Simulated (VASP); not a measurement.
# TiPt3 (P4/mmm) in VASP: a series of runs

Runs on TiPt3. Level: PBEsol. Tasks: electric field gradients.

Everything below comes from runs of VASP 6.6.1. Logs are shortened: lines on timing, memory, paths and dates and some standing lists are left out, and cuts for length are marked.

### 1 The cell of the first run

Symmetry: P4/mmm, No. 123, tetragonal system. Conventional cell: a = 3.897 Å, b = 3.897 Å, c = 3.819 Å, α = 90.00°, β = 90.00°, γ = 90.00°. Within 3.6 Å of Ti (site symmetry 4/mmm) lie 12 Pt at 2.73 to 2.76 Å. Within 3.6 Å of Pt (site symmetry mmm) lie 4 Ti at 2.73 Å and 8 Pt at 2.73 to 2.76 Å. Pt (site symmetry 4/mmm) has 8 Pt at 2.73 Å and 4 Ti at 2.76 Å within 3.6 Å.

### 2 Electric field gradients, PBEsol (zz strain of -2 %)

Contents of INCAR:

```
ALGO = Normal ; EDIFF = 1E-8
ENCUT = 520 ; GGA = PS
ISIF = 2 ; ISMEAR = -1
LASPH = T ; LCHARG = F
LEFG = T ; LREAL = F
LWAVE = F ; NBANDS = 29
NELM = 100 ; PREC = Accurate
SIGMA = 0.05
```

Contents of KPOINTS:

```
k-points
0
Gamma
  9 9 9
```

Contents of POSCAR:

```
TiPt3
1.0
    3.8970000000      0.0000000000      0.0000000000
    0.0000000000      3.8970000000      0.0000000000
    0.0000000000      0.0000000000      3.8190600000
Ti Pt
1 3
Direct
    0.0000000000      0.0000000000      0.0000000000
    0.0000000000      0.5000000000      0.5000000000
    0.5000000000      0.0000000000      0.5000000000
    0.5000000000      0.5000000000      0.0000000000
```

Potentials or basis: VASP PAW PBE potentials, release 64 (Ti_sv, Pt).

Command:

```bash
$ cat potpaw_PBE.64/Ti_sv/POTCAR potpaw_PBE.64/Pt/POTCAR > POTCAR
$ mpirun -np 1 vasp_std > vasp.out
```

OUTCAR:

```text
EDIFF = 1E-8
   ENCUT = 520
   GGA = PS
   ISIF = 2
   ISMEAR = -1
   LASPH = T
   LREAL = F
   NELM = 100
   PREC = Accurate

 ion  position               nearest neighbor table
   1  0.000  0.000  0.000-   2 2.73   3 2.73   2 2.73   3 2.73   2 2.73   2 2.73   3 2.73   3 2.73
                             4 2.76   4 2.76   4 2.76   4 2.76
   2  0.000  0.500  0.500-   1 2.73   4 2.73   1 2.73   4 2.73   1 2.73   1 2.73   4 2.73   4 2.73
                             3 2.76   3 2.76   3 2.76   3 2.76
   3  0.500  0.000  0.500-   1 2.73   4 2.73   1 2.73   4 2.73   4 2.73   4 2.73   1 2.73   1 2.73
                             2 2.76   2 2.76   2 2.76   2 2.76
   4  0.500  0.500  0.000-   2 2.73   3 2.73   2 2.73   3 2.73   3 2.73   3 2.73   2 2.73   2 2.73
                             1 2.76   1 2.76   1 2.76   1 2.76

  LATTYP: Found a simple tetragonal cell.
 ALAT       =     3.8970000000
 C/A-ratio  =     0.9800000000

  Lattice vectors:

 A1 = (   3.8970000000,   0.0000000000,   0.0000000000)
 A2 = (   0.0000000000,   3.8970000000,   0.0000000000)
 A3 = (   0.0000000000,   0.0000000000,   3.8190600000)

Analysis of symmetry for initial positions (statically):
=====================================================================
 Subroutine PRICEL returns:
 Original cell was already a primitive cell.

 Routine SETGRP: Setting up the symmetry group for a
 simple tetragonal supercell.

 Subroutine GETGRP returns: Found 16 space group operations
 (whereof 16 operations were pure point group operations)
 out of a pool of 16 trial point group operations.

The static configuration has the point symmetry D_4h.

Analysis of symmetry for dynamics (positions and initial velocities):
=====================================================================
 Subroutine PRICEL returns:
 Original cell was already a primitive cell.

 Routine SETGRP: Setting up the symmetry group for a
 simple tetragonal supercell.

 Subroutine GETGRP returns: Found 16 space group operations
 (whereof 16 operations were pure point group operations)
 out of a pool of 16 trial point group operations.

The dynamic configuration has the point symmetry D_4h.

 Subroutine INISYM returns: Found 16 space group operations
 (whereof 16 operations are pure point group operations),
 and found     1 'primitive' translations

----------------------------------------------------------------------------------------

                                     Primitive cell

  volume of cell :      57.9986

  direct lattice vectors                    reciprocal lattice vectors
     3.897000000  0.000000000  0.000000000     0.256607647  0.000000000  0.000000000
     0.000000000  3.897000000  0.000000000     0.000000000  0.256607647  0.000000000
     0.000000000  0.000000000  3.819060000     0.000000000  0.000000000  0.261844538

  length of vectors
     3.897000000  3.897000000  3.819060000     0.256607647  0.256607647  0.261844538

  position of ions in fractional coordinates (direct lattice)
     0.000000000  0.000000000  0.000000000
     0.000000000  0.500000000  0.500000000
     0.500000000  0.000000000  0.500000000
     0.500000000  0.500000000  0.000000000

  ion indices of the primitive-cell ions
   primitive index   ion index
                 1           1
                 2           2
                 3           3
                 4           4

----------------------------------------------------------------------------------------

 KPOINTS: k-points

Automatic generation of k-mesh.
 Grid dimensions read from file:
 generate k-points for:    9    9    9

 Generating k-lattice:

  Cartesian coordinates                     Fractional coordinates (reciprocal lattice)
     0.028511961  0.000000000  0.000000000     0.111111111  0.000000000  0.000000000
[... 42 lines left out ...]
   number of dos      NEDOS =    301   number of ions     NIONS =      4
   total plane-waves  NPLWV =  25200
   dimension x,y,z NGX =    30 NGY =   30 NGZ =   28
   dimension x,y,z NGXF=    60 NGYF=   60 NGZF=   56
   ions per type =               1   3
   NGX,Y,Z   is equivalent  to a cutoff of  12.80, 12.80, 12.19 a.u.
   NGXF,Y,Z  is equivalent  to a cutoff of  25.60, 25.60, 24.38 a.u.
 SYSTEM =  unknown system
   PREC   = accura    normal or accurate (medium, high low for compatibility)
   ISTART =      0    job   : 0-new  1-cont  2-samecut
   ICHARG =      2    charge: 1-file 2-atom 10-const
   ISPIN  =      1    spin polarized calculation?
   LNONCOLLINEAR =      F non collinear calculations
   LSORBIT =      F    spin-orbit coupling
   LASPH  =      T    aspherical Exc in radial PAW
   ENCUT  =  520.0 eV  38.22 Ry    6.18 a.u.   7.25  7.25  7.10*2*pi/ulx,y,z
   NELM   =    100;   NELMIN=  2; NELMDL= -5     # of ELM steps
   EDIFF  = 0.1E-07   stopping-criterion for ELM
   LREAL  =      F    real-space projection
   EDIFFG = 0.1E-06   stopping-criterion for IOM
   NSW    =      0    number of steps for IOM
   IBRION =     -1    ionic relax: 0-MD 1-quasi-New 2-CG
   NFREE  =      0    steps in history (QN), initial steepest desc. (CG)
   ISIF   =      2    stress and relaxation
   ISYM   =      2    0-nonsym 1-usesym 2-fastsym
   POTIM  = 0.5000    time-step for ionic-motion
   TEBEG  =    0.0;   TEEND  =   0.0 temperature during run
   PSTRESS=    0.0 pullay stress
   NELECT =      42.0000    total number of electrons
   NUPDOWN=      -1.0000    fix difference up-down
   EMIN   =  10.00;   EMAX   =-10.00  energy-range for DOS
   EFERMI =   0.00;   METHOD = LEGACY
   ISMEAR =    -1;   SIGMA  =   0.05  broadening in eV -4-tet -1-fermi 0-gaus
   EFERMI_NEDOS =   21; number of points for ismear=-14 and -15
   IALGO  =     38    algorithm
   IMIX   =      4    mixing-type and parameters
     AMIX     =   0.40;   BMIX     =  1.00
     AMIX_MAG =   1.60;   BMIX_MAG =  1.00
  volume/ion in A,a.u.               =      14.50        97.85
  Fermi-wavevector in a.u.,A,eV,Ry     =   1.470118  2.778120 29.405545  2.161247
  Thomas-Fermi vector in A             =   2.585413
   LORBIT       =      0    0 simple, 1 ext, 2 COOP (PROOUT), +10 PAW based schemes
   GGA     = PS    functional components
   LHFCALC =     F    Hartree Fock is set to
   AEXX    =    0.0000 exact exchange contribution
   IVDW    =     0    specifies the selected vdW correction
   LEPSILON=     F    determine dielectric tensor
   LRPA    =     F    only Hartree local field effects (RPA)
 non-spin polarized calculation
  energy-cutoff  :      520.00
  volume of cell :       58.00
 maximum number of plane-waves:      1575
 NGX is ok and might be reduce to    30
   NGX = 15   NGY = 15   NGZ = 15

 number of electron      41.9999997 magnetization

 Free energy of the ion-electron system (eV)
  ---------------------------------------------------
  ext. energy  EPLUGINS =         0.00000000
  ---------------------------------------------------
  free energy    TOTEN  =       -32.73226536 eV

  energy without entropy =      -32.72135805  energy(sigma->0) =      -32.72681171

 E-fermi :  12.0816     XC(G=0): -13.5401

 val. band max:       12.0725503405   @ k =   0.4444   0.1111   0.1111
 cond. band min:      12.1387120357   @ k =   0.4444   0.0000   0.1111
 fundamental gap:      0.0661616952
 Fermi energy:        12.0816412409

 k-point     1 :       0.0000    0.0000    0.0000
  band No.  band energies     occupation
      1     -45.8416      2.00000
      2     -22.1719      2.00000
      3     -22.1719      2.00000
      4     -22.1663      2.00000
      5       1.5839      2.00000
      6       4.4024      2.00000
[... 757 lines left out ...]
     28      18.6308      0.00000
     29      19.1718      0.00000

 [... further k-points ...]
[... 5 lines left out ...]
  --------------------------------------------------------------------------------------
  -------------------------------------------------------------------------------------
  Total        1.7278640      1.7278640      3.0645980      0.0000000      0.0000000      0.0000000
  in kB       47.7312540     47.7312540     84.6577649      0.0000000      0.0000000      0.0000000
  external PRESSURE =      60.0400910 kB  Pullay stress =       0.0000000 kB

 VOLUME and BASIS-vectors are now :
 -----------------------------------------------------------------------------
  energy-cutoff  :      520.00
  volume of cell :       58.00
      direct lattice vectors                 reciprocal lattice vectors
     3.897000000  0.000000000  0.000000000     0.256607647  0.000000000  0.000000000
     0.000000000  3.897000000  0.000000000     0.000000000  0.256607647  0.000000000
     0.000000000  0.000000000  3.819060000     0.000000000  0.000000000  0.261844538

 POSITION                                       TOTAL-FORCE (eV/Angst)
 -----------------------------------------------------------------------------------
      0.00000      0.00000      0.00000         0.000000      0.000000      0.000000
      0.00000      1.94850      1.90953         0.000000      0.000000      0.000000
      1.94850      0.00000      1.90953         0.000000      0.000000      0.000000
      1.94850      1.94850      0.00000         0.000000      0.000000      0.000000
 -----------------------------------------------------------------------------------
    total drift:                                0.000000      0.000000     -0.000000

  FREE ENERGIE OF THE ION-ELECTRON SYSTEM (eV)
  ---------------------------------------------------
  free  energy   TOTEN  =       -32.7322653642 eV

  energy  without entropy=      -32.7213580521  energy(sigma->0) =      -32.72681171

 Electric field gradients (V/A^2)
---------------------------------------------------------------------
 ion       V_xx      V_yy      V_zz      V_xy      V_xz      V_yz
---------------------------------------------------------------------
   1       0.587     0.587    -1.173     0.000    -0.000    -0.000
   2     -69.496    44.956    24.540    -0.000    -0.000    -0.000
   3      44.956   -69.496    24.540     0.000    -0.000    -0.000
   4      34.592    34.592   -69.184    -0.000    -0.000    -0.000
---------------------------------------------------------------------

 Electric field gradients after diagonalization (V/A^2)
 (convention: |V_zz| > |V_xx| > |V_yy|)
----------------------------------------------------------------------
 ion       V_xx      V_yy      V_zz     asymmetry (V_yy - V_xx)/ V_zz
----------------------------------------------------------------------
   1       0.587     0.587    -1.173       0.000
   2      44.956    24.540   -69.496       0.294
   3      44.956    24.540   -69.496       0.294
   4      34.592    34.592   -69.184       0.000
----------------------------------------------------------------------

           NMR quadrupolar parameters

 Cq : quadrupolar parameter    Cq=e*Q*V_zz/h
 eta: asymmetry parameters     (V_yy - V_xx)/ V_zz
 Q  : nuclear electric quadrupole moment in mb (millibarn)
----------------------------------------------------------------------
 ion       Cq(MHz)       eta       Q (mb)
----------------------------------------------------------------------
   1      -0.003       0.000       1.000
   2      -0.168       0.294       1.000
   3      -0.168       0.294       1.000
   4      -0.167       0.000       1.000
----------------------------------------------------------------------
```

Run time: 65 s. Hardware: 1 thread of AMD EPYC 9R45 (Zen 5), shared host; peak memory 0.21 GiB.

Results:

| Item | Value |
| --- | --- |
| Free energy | -32.7323 eV |
| Pressure | 6.0 GPa |
| Band gap on the k mesh | zero (band 21 reaches 13.47 eV, above the bottom of band 22 at 11.85 eV) |

Stress tensor (GPa, compression positive):
```
4.77 0.00 0.00
0.00 4.77 0.00
0.00 0.00 8.47
```

Electric field gradients, principal values (V/Å²):
```csv
atom,least,middle,greatest (by size)
1 Ti,0.587,0.587,-1.173
2 Pt,24.540,44.956,-69.496
3 Pt,24.540,44.956,-69.496
4 Pt,34.592,34.592,-69.184
```

Caveat: the cell differs from its parent crystal (zz strain of -2 %); without QUAD_EFG the Cq values of the log hold for a quadrupole moment of 1 mb, not for the nuclei; the PAW data sets were made with another functional, which shifts forces and pressure a little; spin-orbit coupling is left out, which moves the levels of the heavy elements.

[end of part 1 of 2]
